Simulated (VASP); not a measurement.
Mg, 1 atom in the cell. It takes space group Im-3m (No. 229, cubic). The conventional cell has a = 3.555 Å, b = 3.555 Å, c = 3.555 Å, α = 90.00°, β = 90.00°, γ = 90.00°. Mg (site symmetry m-3m) has 14 Mg at 3.08 to 3.55 Å within 4.1 Å. This isn't the form of Mg at room conditions, which is hcp.

```yaml
Program: VASP 6.6.1
Task: single point
Functional: r2SCAN
Potentials_or_basis: VASP PAW PBE potentials, release 64 (Mg)
Cutoff: 660 eV
k_mesh: 7 × 7 × 7
Occupations: fermi-dirac, width 0.1 eV
Spin: no spin polarisation
Dipole_correction: no
Further_INCAR_settings: ALGO = Normal; EDIFF = 1e-06; NBANDS = 7
```

Potentials or basis: VASP PAW PBE potentials, release 64 (Mg).

Launch:

```sh
$ cat potpaw_PBE.64/Mg/POTCAR > POTCAR
$ cp INCAR.step1 INCAR
$ mpirun -np 1 vasp_std > vasp.out
$ cp INCAR.step2 INCAR
$ mpirun -np 1 vasp_std > vasp.out
```

Hardware: 1 thread of Intel Xeon 8259CL, on a shared host.

Estimate the wall time of this run.

It took 30 s on 1 thread of Intel Xeon 8259CL (shared host), peak memory 0.16 GiB. Counts: k points 20.
